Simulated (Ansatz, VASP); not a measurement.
SnO in VASP and in Ansatz

```
Sn O
1.0
     3.66782    0.00001    0.00000
    -0.00001    3.66782    0.00000
     0.00000    0.00000   30.63443
Sn O
2 2
Cartesian
  3.6673 3.6673 14.0880
  1.8334 1.8334 16.5464
  3.6673 1.8334 15.3172
  1.8334 3.6673 15.3172
```

Change from the starting cell: biaxial strain -0.040, atoms relaxed.

Alike in both runs: functional PBE; dispersion D3(BJ); k mesh 6 × 6 × 1; occupations gaussian, width 0.02 eV; no spin polarisation.

Ansatz relaxed the structure, and its values are those at the end. VASP's run is a single point on that final structure, the one shown.

|  | VASP | Ansatz |
| --- | --- | --- |
| version | VASP 6.6.1 | Ansatz 0.2.0 |
| potentials or method | VASP PAW PBE potentials, release 64 (Sn_d, O), cutoff 520 eV | scalar-relativistic, plane waves, PAW |
| valence electrons in the cell | 40 | 40 |

```tsv
	VASP	Ansatz	Ansatz less VASP
gap on the k mesh at the Fermi level (eV)	3.14	3.15	+0.010
least direct gap on the mesh (eV)	3.25	3.26	+0.015
rms of the force components (eV/Å)	0.039	0.000	-0.0386
```

Ansatz's warnings: stress scf threshold loose, structure snapped to symmetry.
